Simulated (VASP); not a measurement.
# Sb in VASP: single point with PBE

Aim: the single point of Sb with PBE.

All numbers are computed with VASP 6.6.1; they aren't measurements. Logs are shortened: lines on timing, memory, paths and dates and some standing lists are left out, and cuts for length are marked.

### Step 1. The cell of the first run

The cell holds a slab with vacuum, 5 atoms: a = 3.388 Å, b = 3.388 Å, c = 25.583 Å, α = 90.00°, β = 90.00°, γ = 90.00°.

### Step 2. Single point, PBE

INCAR reads:

```
PREC     = Accurate       # precision mode
ENCUT    = 400            # plane-wave cutoff, eV
EDIFF    = 1E-6           # SCF threshold, eV
ISMEAR   = -1             # smearing method
SIGMA    = 0.05           # smearing width, eV
LREAL    = F              # projectors in reciprocal space
LASPH    = T              # aspherical terms in the spheres
NELM     = 120            # most SCF steps
ALGO     = Normal         # electronic algorithm
ISIF     = 2              # what is computed and relaxed
LWAVE    = F              # write WAVECAR
LCHARG   = F              # write CHGCAR
LDIPOL   = T            
IDIPOL   = 3            
DIPOL    = 0.5 0.5 0.500
GGA      = PE             # functional
NBANDS   = 20             # bands
GGA_COMPAT= F            
NELMDL   = -8
```

KPOINTS reads:

```
regular mesh
0
Gamma
  10 10 1
```

POSCAR reads:

```
Sb
1.0
    3.3880510169      0.0000000000      0.0000000000
    0.0000000000      3.3880510169      0.0000000000
    0.0000000000      0.0000000000     25.5829000000
Sb
5
Direct
    0.0000000000      0.0000000000      0.3208838908
    0.5000000000      0.5000000000      0.4030292352
    0.0000000000      0.0000000000      0.5000000004
    0.5000000000      0.5000000000      0.5969707660
    0.0000000000      0.0000000000      0.6791161076
```

Potentials or basis: VASP PAW PBE potentials, release 64 (Sb).

Started as:

```sh
cat potpaw_PBE.64/Sb/POTCAR > POTCAR
mpirun -np 1 vasp_std > vasp.out
```

OUTCAR:

```text
PREC = Accurate
   ENCUT = 400
   EDIFF = 1E-6
   ISMEAR = -1
   LREAL = F
   LASPH = T
   NELM = 120
   ISIF = 2
   GGA = PE
   NELMDL = -8

 ion  position               nearest neighbor table
   1  0.000  0.000  0.321-   2 3.19   2 3.19   2 3.19   2 3.19
   2  0.500  0.500  0.403-   1 3.19   1 3.19   1 3.19   1 3.19   3 3.45   3 3.45   3 3.45   3 3.45

   3  0.000  0.000  0.500-   2 3.45   2 3.45   2 3.45   2 3.45   4 3.45   4 3.45   4 3.45   4 3.45

   4  0.500  0.500  0.597-   5 3.19   5 3.19   5 3.19   5 3.19   3 3.45   3 3.45   3 3.45   3 3.45

   5  0.000  0.000  0.679-   4 3.19   4 3.19   4 3.19   4 3.19

  LATTYP: Found a simple tetragonal cell.
 ALAT       =     3.3880510169
 C/A-ratio  =     7.5509193552

  Lattice vectors:

 A1 = (   3.3880510169,   0.0000000000,   0.0000000000)
 A2 = (   0.0000000000,   3.3880510169,   0.0000000000)
 A3 = (   0.0000000000,   0.0000000000,  25.5829000000)

Analysis of symmetry for initial positions (statically):
=====================================================================
 Subroutine PRICEL returns:
 Original cell was already a primitive cell.

 Routine SETGRP: Setting up the symmetry group for a
 simple tetragonal supercell.

 Subroutine GETGRP returns: Found 16 space group operations
 (whereof 16 operations were pure point group operations)
 out of a pool of 16 trial point group operations.

The static configuration has the point symmetry D_4h.

Analysis of symmetry for dynamics (positions and initial velocities):
=====================================================================
 Subroutine PRICEL returns:
 Original cell was already a primitive cell.

 Routine SETGRP: Setting up the symmetry group for a
 simple tetragonal supercell.

 Subroutine GETGRP returns: Found 16 space group operations
 (whereof 16 operations were pure point group operations)
 out of a pool of 16 trial point group operations.

The dynamic configuration has the point symmetry D_4h.

 Subroutine INISYM returns: Found 16 space group operations
 (whereof 16 operations are pure point group operations),
 and found     1 'primitive' translations

----------------------------------------------------------------------------------------

                                     Primitive cell

  volume of cell :     293.6633
[... 95 lines left out ...]
   IBRION =     -1    ionic relax: 0-MD 1-quasi-New 2-CG
   NFREE  =      0    steps in history (QN), initial steepest desc. (CG)
   ISIF   =      2    stress and relaxation
   ISYM   =      2    0-nonsym 1-usesym 2-fastsym
   POTIM  = 0.5000    time-step for ionic-motion
   TEBEG  =    0.0;   TEEND  =   0.0 temperature during run
   PSTRESS=    0.0 pullay stress
   NELECT =      25.0000    total number of electrons
   NUPDOWN=      -1.0000    fix difference up-down
   EMIN   =  10.00;   EMAX   =-10.00  energy-range for DOS
   EFERMI =   0.00;   METHOD = LEGACY
   ISMEAR =    -1;   SIGMA  =   0.05  broadening in eV -4-tet -1-fermi 0-gaus
   EFERMI_NEDOS =   21; number of points for ismear=-14 and -15
   IALGO  =     38    algorithm
   IMIX   =      4    mixing-type and parameters
     AMIX     =   0.40;   BMIX     =  1.00
     AMIX_MAG =   1.60;   BMIX_MAG =  1.00
  volume/ion in A,a.u.               =      58.73       396.35
  Fermi-wavevector in a.u.,A,eV,Ry     =   0.720175  1.360934  7.056697  0.518653
  Thomas-Fermi vector in A             =   1.809560
   LORBIT       =      0    0 simple, 1 ext, 2 COOP (PROOUT), +10 PAW based schemes
   GGA     = PE    functional components
   LHFCALC =     F    Hartree Fock is set to
   AEXX    =    0.0000 exact exchange contribution
   IVDW    =     0    specifies the selected vdW correction
   LEPSILON=     F    determine dielectric tensor
   LRPA    =     F    only Hartree local field effects (RPA)
 non-spin polarized calculation
  energy-cutoff  :      400.00
  volume of cell :      293.66
 maximum number of plane-waves:      5395
 NGX is ok and might be reduce to    24
   NGX = 11   NGY = 11   NGZ = 83

 dipolmoment           0.000000      0.000000      0.000000 electrons x Angstroem

 number of electron      25.0000002 magnetization

 dipolmoment           0.000000      0.000000     -0.000000 electrons x Angstroem

 Free energy of the ion-electron system (eV)
  ---------------------------------------------------
  ext. energy  EPLUGINS =         0.00000000
  ---------------------------------------------------
  free energy    TOTEN  =       -18.78913693 eV

  energy without entropy =      -18.76165754  energy(sigma->0) =      -18.77539723

 E-fermi :   1.7108     XC(G=0):  -5.2821

 val. band max:        1.6874153244   @ k =   0.5000   0.2000   0.0000
 cond. band min:       1.7441470658   @ k =   0.2000   0.1000   0.0000
 fundamental gap:      0.0567317414
 Fermi energy:         1.7108406765

 k-point     1 :       0.0000    0.0000    0.0000
  band No.  band energies     occupation
      1     -11.1377      2.00000
      2     -10.8277      2.00000
      3      -9.3215      2.00000
      4      -7.5442      2.00000
      5      -6.3364      2.00000
      6      -2.3094      2.00000
[... 472 lines left out ...]
     19       1.6739      1.35361
     20       2.3465      0.00001

------------------------ aborting loop because EDIFF is reached ----------------------------------------

 vacuum level on the upper side and lower side of the slab       (xc-potential included)        -0.094        -0.094

  FORCE on cell =-STRESS in cart. coord.  units (eV):
  Direction    XX          YY          ZZ          XY          YZ          ZX
  --------------------------------------------------------------------------------------
  -------------------------------------------------------------------------------------
  Total        0.1240599      0.1240599     -0.0912839      0.0000000      0.0000000     -0.0000000
  in kB        0.6768498      0.6768498     -0.4980296      0.0000000      0.0000000     -0.0000000
  external PRESSURE =       0.2852233 kB  Pullay stress =       0.0000000 kB

 VOLUME and BASIS-vectors are now :
 -----------------------------------------------------------------------------
  energy-cutoff  :      400.00
  volume of cell :      293.66
      direct lattice vectors                 reciprocal lattice vectors
     3.388051017  0.000000000  0.000000000     0.295154942  0.000000000  0.000000000
     0.000000000  3.388051017  0.000000000     0.000000000  0.295154942  0.000000000
     0.000000000  0.000000000 25.582900000     0.000000000  0.000000000  0.039088610

 POSITION                                       TOTAL-FORCE (eV/Angst)
 -----------------------------------------------------------------------------------
      0.00000      0.00000      8.20914         0.000000     -0.000000      0.007899
      1.69403      1.69403     10.31066         0.000000      0.000000      0.000537
      0.00000      0.00000     12.79145         0.000000     -0.000000      0.000000
      1.69403      1.69403     15.27224        -0.000000      0.000000     -0.000537
      0.00000      0.00000     17.37376         0.000000     -0.000000     -0.007899
 -----------------------------------------------------------------------------------
    total drift:                               -0.000000     -0.000000     -0.000001

  FREE ENERGIE OF THE ION-ELECTRON SYSTEM (eV)
  ---------------------------------------------------
  free  energy   TOTEN  =       -18.7891369281 eV

  energy  without entropy=      -18.7616575350  energy(sigma->0) =      -18.77539723

 vacuum level on the upper side and lower side of the slab         5.740         5.740
```

It took 4.6 min on 1 thread of Intel Xeon 8259CL, shared host; peak memory 0.29 GiB.

What came out:

| Property | Result |
| --- | --- |
| Free energy | -18.7891 eV |
| Largest force | 0.008 eV/Å |
| Band gap on the k mesh | zero (an odd number of electrons rules out a gap without spin polarisation) |

Forces on the atoms (eV/Å):
```
Sb   0.000  0.000  0.008
Sb   0.000  0.000  0.001
Sb   0.000  0.000  0.000
Sb   0.000  0.000 -0.001
Sb   0.000  0.000 -0.008
```

Levels at points of the mesh, in eV from the Fermi level:
| k point | band 9 | band 10 | band 11 | band 12 | band 13 | band 14 |
| --- | --- | --- | --- | --- | --- | --- |
| (0.00, 0.00, 0.00) | 0.30 | 0.30 | 0.63 | 0.63 | 2.07 | 2.18 |
| (0.50, 0.00, 0.00) | -3.84 | -2.64 | -1.04 | 0.36 | 1.12 | 2.13 |
| (0.50, 0.50, 0.00) | -4.51 | -2.95 | -2.95 | -1.29 | -1.15 | -1.15 |

Caveat: spin-orbit coupling is left out, which moves the levels of the heavy elements; an odd number of electrons without spin polarisation forces a metal; a magnetic or distorted state may lie lower.

The gap in the log of VASP goes by the Fermi energy; the results here count the filled bands.